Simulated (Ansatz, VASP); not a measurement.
CdSe: VASP beside Ansatz

```
Cd Se
1.0
     4.14908    0.00000    0.00000
    -2.07454    3.59321    0.00000
     0.00000    0.00000    6.79306
Cd Se
2 2
Direct
  0.33333 0.66667 0.00523
  0.66667 0.33333 0.50523
  0.33333 0.66667 0.37977
  0.66667 0.33333 0.87977
```

Alike in both runs: task single point; functional PBEsol; k mesh 6 × 6 × 4; occupations fermi-dirac, width 0.01 eV; non-collinear spin, spin-orbit coupling.

|  | VASP | Ansatz |
| --- | --- | --- |
| version | VASP 6.6.1 | Ansatz 0.2.0 |
| potentials or method | VASP PAW PBE potentials, release 64 (Cd, Se), cutoff 520 eV | all-electron LAPW |

|  | VASP | Ansatz | Ansatz less VASP |
| --- | --- | --- | --- |
| pressure (GPa) | 7.5 | 7.0 | -0.54 |
| net moment per atom (μB) | 0.00 | 0.00 | 0.000 |

VASP's potentials were made for PBE, not for PBEsol. Ansatz ran all-electron here, and VASP with PAW potentials.
